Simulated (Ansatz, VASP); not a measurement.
## One calculation of C, two programs

```
C
1.0
     1.19239   -2.06528    0.00000
     1.19239    2.06528    0.00000
     0.00000    0.00000    5.65596
C
6
Direct
  0.00000 0.50000 0.33333
  0.50000 0.00000 0.66667
  0.50000 0.00000 0.16667
  0.00000 0.50000 0.83333
  0.00000 0.00000 0.50000
  0.50000 0.50000 0.00000
```

Alike in both runs: task relaxation of cell and atoms; functional PBE; k mesh 12 × 12 × 4; occupations gaussian, width 0.1 eV; no spin polarisation.

|  | VASP | Ansatz |
| --- | --- | --- |
| version | VASP 6.6.1 | Ansatz 0.2.0 |
| potentials or method | VASP PAW PBE potentials, release 64 (C), cutoff 600 eV | scalar-relativistic, plane waves, PAW |
| valence electrons in the cell | 24 | 24 |

|  | VASP | Ansatz | Ansatz less VASP |
| --- | --- | --- | --- |
| gap on the k mesh at the Fermi level, each at its own relaxed structure (eV) | 0.84 | 0.85 | +0.006 |
| relaxed volume (Å³/atom) | 5.55 | 5.54 | -0.014 |
| relaxed cell length with the largest relative difference (Å) | 2.618 | 2.615 | -0.0029 |

Noted on VASP's run: the volume moved by over 15 % at a fixed basis, so the end points are rough.
